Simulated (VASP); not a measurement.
Runs of VASP 6.6.1 on CdTe. The structure is that of space group F-43m (No. 216), or close to it. The cells are those of the table. 

| cell | gap on the mesh (eV) | pressure (GPa) |
| --- | --- | --- |
| a = 4.510 Å, angles 60.0°, 2 atoms | 1.43 | (b) |
| a = 4.304 Å, angles 60.0°, 2 atoms | 1.90 | 15.4 |
| a = 4.574 Å, angles 60.0°, 2 atoms | (a) | 1.9 |
| a = 4.698 Å, angles 60.0°, 2 atoms | 1.03 | -1.4 |
| a = 4.637 Å, angles 60.0°, 2 atoms | 1.16 | 0.1 |
| a = 4.375 Å, angles 60.0°, 2 atoms | 1.74 | 10.8 |
| a = 4.443 Å, angles 60.0°, 2 atoms | 1.58 | 7.1 |

Alike in all rows: task single point; level r2SCAN; potentials or basis VASP PAW PBE potentials, release 64 (Cd, Te); no spin polarisation; k mesh 10 × 10 × 10; cutoff (eV) 520; smearing gaussian 0.05 eV.

Estimate the missing entries.

(a) 1.29; (b) 4.2.

Caveats: the PAW data sets were made with another functional, which shifts forces and pressure a little; spin-orbit coupling is left out, which moves the levels of the heavy elements.

A k mesh can miss the band edges, and the runs leave out spin-orbit coupling on Cd, Te.
